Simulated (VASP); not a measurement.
Set up this calculation in VASP 6.6.1, as the native input.

| Quantity | Value |
| --- | --- |
| Task | single point |
| Functional | LDA |
| Potentials or basis | VASP PAW LDA potentials, release 64 (Se, Pt) |
| Cutoff | 520 eV |
| k mesh | 9 × 9 × 1 |
| Occupations | gaussian, width 0.02 eV |
| Spin | no spin polarisation |
| Dipole correction | yes |
| Further INCAR settings | ALGO = Normal; EDIFF = 1e-07; NBANDS = 18 |

The structure of PtSe2 lies in POSCAR:

```
PtSe2
1.0
    3.6726566241      0.0000000000      0.0000000000
   -1.8363283120      3.1806139358      0.0000000000
    0.0000000000      0.0000000000     31.1215005226
Se Pt
2 1
Direct
    0.6666666667      0.3333333333      0.4585089920
    0.3333333333      0.6666666667      0.5414910080
    0.0000000000      0.0000000000      0.5000000000
```

These files were run (other wordings do the same):

INCAR

```
SYSTEM = PtSe2
ALGO = Normal
DIPOL = 0.5 0.5 0.500
EDIFF = 1E-7
ENCUT = 520
IDIPOL = 3
ISIF = 2
ISMEAR = 0
LASPH = .TRUE.
LCHARG = .FALSE.
LDIPOL = .TRUE.
LREAL = .FALSE.
LWAVE = .FALSE.
NBANDS = 18
NELM = 100
PREC = Accurate
SIGMA = 0.02
```

KPOINTS

```
k-points
0
G
  9 9 1
  0 0 0
```

Potentials or basis: VASP PAW LDA potentials, release 64 (Se, Pt).

Run with:

```console
$ cat potpaw_LDA.64/Se/POTCAR potpaw_LDA.64/Pt/POTCAR > POTCAR
$ mpirun -np 1 vasp_std > vasp.out
```

Results of the run:

```
Largest force          : 0.050 eV/Å
Band gap on the k mesh : 1.36 eV (least direct gap 1.55 eV)
```

Caveat: spin-orbit coupling is left out, which moves the levels of the heavy elements.

Run time: 75 s on 1 thread of Intel(R) Xeon(R) 6975P-C (Granite Rapids), with other jobs on the host, peak memory 0.38 GiB.
